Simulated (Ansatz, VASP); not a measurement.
# Two plane-wave programs on Te2Mo

```
CELL_PARAMETERS angstrom
3.55657 0.00000 0.00000
-1.77828 3.08008 0.00000
0.00000 0.00000 15.33988
ATOMIC_POSITIONS crystal
Te 0.33333 0.66667 0.63213
Te 0.66667 0.33333 0.13213
Te 0.33333 0.66667 0.86787
Te 0.66667 0.33333 0.36787
Mo 0.33333 0.66667 0.25000
Mo 0.66667 0.33333 0.75000
```

Alike in both runs: task single point; functional r2SCAN; k mesh 10 × 10 × 2; occupations gaussian, width 0.05 eV; collinear spin.

|  | VASP | Ansatz |
| --- | --- | --- |
| version | VASP 6.6.1 | Ansatz 0.2.0 |
| potentials or method | VASP PAW PBE potentials, release 64 (Te, Mo_sv), cutoff 550 eV | scalar-relativistic, plane waves, PAW |
| valence electrons in the cell | 52 | 92 |

|  | VASP | Ansatz | Ansatz less VASP |
| --- | --- | --- | --- |
| gap on the k mesh at the Fermi level (eV) | 1.16 | 1.15 | -0.006 |
| least direct gap on the mesh (eV) | 1.26 | 1.26 | -0.004 |
| pressure (GPa) | -0.7 | -0.8 | -0.09 |
| traceless stress, the component that is largest in VASP (GPa) | -0.95 | -1.00 | -0.051 |
| rms of the force components (eV/Å) | 0.082 | 0.093 | +0.0112 |
| net moment per atom (μB) | 0.00 | 0.00 | 0.000 |

VASP's potentials were made for PBE, not for r2SCAN. Atom by atom the forces differ by 0.011 eV/Å (rms over components). VASP's potentials hold 52 valence electrons a cell and Ansatz's 92, so a difference there can come from the potentials and not from the codes. Ansatz's warnings: seeded moment not kept, stability check not made.

Neither program's run includes spin-orbit coupling.
